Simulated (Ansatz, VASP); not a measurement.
# Two plane-wave programs on ZnS

```xyz
6
Lattice="1.9031 1.0987 9.3519 -1.9031 1.0987 9.3519 0.0000 -2.1975 9.3519" Properties=species:S:1:pos:R:3 pbc="T T T"
Zn    0.0000    0.0000   28.0550
Zn    0.0000    0.0000    6.2360
Zn    0.0000    0.0000   12.4740
S     0.0000    0.0000    2.3361
S     0.0000    0.0000   14.8091
S     0.0000    0.0000    8.5672
```

Alike in both runs: task single point; functional LDA; k mesh 6 × 6 × 6; no spin polarisation; Hubbard terms Zn d U = 3.0 eV.

```csv
,VASP,Ansatz
version,VASP 6.6.1,Ansatz 0.2.0
potentials or method,"VASP PAW LDA potentials, release 64 (Zn, S), cutoff 520 eV","plane waves, PAW"
occupations,"gaussian, width 0.01 eV",fixed
valence electrons in the cell,54,54
```

VASP gave:

- gap on the k mesh at the Fermi level (eV): 2.16

Problem. What did Ansatz give for the same quantities?

Solution. gap on the k mesh at the Fermi level (eV): 2.05.

LDA's correlation is that of Perdew and Zunger in VASP and of Perdew and Wang (1992) in Ansatz. The programs project onto different local orbitals, so the same U acts differently, and such runs can settle in different states.
